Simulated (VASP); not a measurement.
Write the native input for VASP 6.6.1 that does the following.

- Task: single point
- Functional: LDA
- Potentials or basis: VASP PAW LDA potentials, release 64 (Si, C)
- Cutoff: 600 eV
- k mesh: 10 × 10 × 10
- Occupations: gaussian, width 0.02 eV
- Spin: no spin polarisation
- Dipole correction: no
- Further INCAR settings: ALGO = Normal; EDIFF = 1e-06; NBANDS = 11

The structure of SiC (lda) lies in POSCAR:

```
SiC
1.0
   -0.0139396000      2.1722391972      2.1861787971
    2.1722391972     -0.0139396000      2.1861787971
    2.1582995972      2.1582995972      0.0000000000
Si C
1 1
Direct
   -0.0006011847     -0.0006011847      0.0006011847
    0.2506011847      0.2506011847      0.2493988153
```

This cell differs from its parent crystal: strained cell.

One way to write it, as run:

INCAR

```
ALGO = Normal
EDIFF = 1E-6
ENCUT = 600
GGA_COMPAT = False
ISIF = 2
ISMEAR = 0
LASPH = True
LCHARG = False
LREAL = False
LWAVE = False
NBANDS = 11
NELM = 120
PREC = Accurate
SIGMA = 0.02
```

KPOINTS

```
k-points
0
Gamma
  10 10 10
```

Potentials or basis: VASP PAW LDA potentials, release 64 (Si, C).

Launch:

```sh
$ cat potpaw_LDA.64/Si/POTCAR potpaw_LDA.64/C/POTCAR > POTCAR
$ mpirun -np 1 vasp_std > vasp.out
```

It gave:

* Pressure: -3.5 GPa
* Band gap on the k mesh: 1.20 eV, indirect (least direct gap 4.37 eV)

Caveat: the cell differs from its parent crystal (strained cell).

Wall time 17 s on 1 thread of Intel(R) Xeon(R) 6975P-C (Granite Rapids), on a shared host, peak memory 0.16 GiB.
